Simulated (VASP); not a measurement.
Set up this calculation in VASP 6.6.1, as the native input.

- Task: single point
- Functional: PBEsol
- Potentials or basis: VASP PAW PBE potentials, release 64 (Sb, Ga_d)
- Cutoff: 520 eV
- k mesh: 9 × 9 × 1
- Occupations: gaussian, width 0.1 eV
- Spin: no spin polarisation
- Dipole correction: yes
- Further INCAR settings: ALGO = Normal; EDIFF = 1e-06; NBANDS = 46

The structure of GaSb lies in POSCAR:

```
GaSb
1.0
    4.3212908972      0.0000000000      0.0000000000
   -2.1606454486      3.7423476941      0.0000000000
    0.0000000000      0.0000000000     26.4670375389
Sb Ga
4 4
Direct
    0.0000000000      0.0000000000      0.2796823491
    0.3333333333      0.6666666667      0.4168978504
    0.6666666667      0.3333333333      0.5513543207
    0.0000000000      0.0000000000      0.6867590892
    0.3333333333      0.6666666667      0.3147627417
    0.6666666667      0.3333333333      0.4494843179
    0.0000000000      0.0000000000      0.5836746775
    0.3333333333      0.6666666667      0.7173846535
```

These files were run (other wordings do the same):

INCAR

```
SYSTEM = GaSb
ALGO = Normal ; DIPOL = 0.5 0.5 0.500
EDIFF = 1E-6 ; ENCUT = 520
GGA = PS ; IDIPOL = 3
ISIF = 2 ; ISMEAR = 0
LASPH = .TRUE. ; LCHARG = .TRUE.
LDIPOL = .TRUE. ; LELF = .TRUE.
LREAL = .FALSE. ; LVACPOTAV = .TRUE.
LVHAR = .TRUE. ; LWAVE = .FALSE.
NBANDS = 46 ; NELM = 60
PREC = Accurate ; SIGMA = 0.1
```

KPOINTS

```
k-points
0
G
  9 9 1
  0 0 0
```

Potentials or basis: VASP PAW PBE potentials, release 64 (Sb, Ga_d).

Launch:

```sh
$ cat potpaw_PBE.64/Sb/POTCAR potpaw_PBE.64/Ga_d/POTCAR > POTCAR
$ mpirun -np 1 vasp_std > vasp.out
```

Results of the run:

```json
{"Largest force": "0.017 eV/Å", "Band gap on the k mesh": "zero (bands 36 and 37 overlap by 0.40 eV)"}
```

Caveat: the PAW data sets were made with another functional, which shifts forces and pressure a little; spin-orbit coupling is left out, which moves the levels of the heavy elements.

Wall time 7.5 min on 1 thread of AMD EPYC 7R13 Processor (Zen 3) (shared host), peak memory 0.57 GiB.
